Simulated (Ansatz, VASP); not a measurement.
**Two plane-wave programs on SnTe**

The input INCAR:

```
PREC     = Accurate       # precision mode
ENCUT    = 600            # plane-wave cutoff, eV
EDIFF    = 1E-7           # SCF threshold, eV
ISMEAR   = -1             # smearing method
SIGMA    = 0.1            # smearing width, eV
LREAL    = False          # projectors in reciprocal space
LASPH    = True           # aspherical terms in the spheres
NELM     = 80             # most SCF steps
ALGO     = Normal         # electronic algorithm
ISIF     = 3              # what is computed and relaxed
LWAVE    = False          # write WAVECAR
LCHARG   = False          # write CHGCAR
GGA      = PE             # functional
IBRION   = 2              # ionic algorithm
NSW      = 60             # ionic steps
EDIFFG   = -0.005         # ionic threshold
```

Contents of KPOINTS:

```
Automatic mesh
0
Gamma
  12 12 12
```

POSCAR

```
SnTe
1.0
    0.0000000000      2.8916353749      2.8916353749
    2.8916353749      0.0000000000      2.8916353749
    2.8916353749      2.8916353749      0.0000000000
Sn Te
1 1
Direct
    0.0000000000      0.0000000000      0.0000000000
    0.5000000000      0.5000000000      0.5000000000
```

Input for Ansatz:

```yaml
crystal:
  lattice:
    - [0.0, 2.8916353749, 2.8916353749]
    - [2.8916353749, 0.0, 2.8916353749]
    - [2.8916353749, 2.8916353749, 0.0]
  atoms:
    - { symbol: Sn, position: [0.0, 0.0, 0.0] }
    - { symbol: Te, position: [0.5, 0.5, 0.5] }
kpoints:
  mp_grid: { grid: [12, 12, 12] }
scf:
  occupations: { method: fermi_dirac, width: 0.1 }
hamiltonian:
  xc: pbe
  pseudopotentials: { kind: paw }
output:
  forces: true
  stress: true
relax:
  f_tol: 0.005
  max_steps: 40
  cell: {}
```

Alike in both runs: task relaxation of cell and atoms; functional PBE; k mesh 12 × 12 × 12; occupations fermi-dirac, width 0.1 eV; no spin polarisation.

```csv
,VASP,Ansatz
version,VASP 6.6.1,Ansatz 0.2.0
potentials or method,"VASP PAW PBE potentials, release 64 (Sn_d, Te)","PAW with Ansatz's default frozen-core files, scalar-relativistic"
plane-wave cutoff (eV),600,420
valence electrons in the cell,20,30
```

```csv
,VASP,Ansatz,Ansatz less VASP
relaxed volume (Å³/atom),32.89,32.89,+0.008
relaxed cell length with the largest relative difference (Å),4.531,4.531,+0.0004
```

VASP's potentials hold 20 valence electrons a cell and Ansatz's 30, so a difference there can come from the potentials and not from the codes.

Neither program's run includes spin-orbit coupling. Noted on VASP's run: the volume moved by over 15 % at a fixed basis, so the end points are rough.
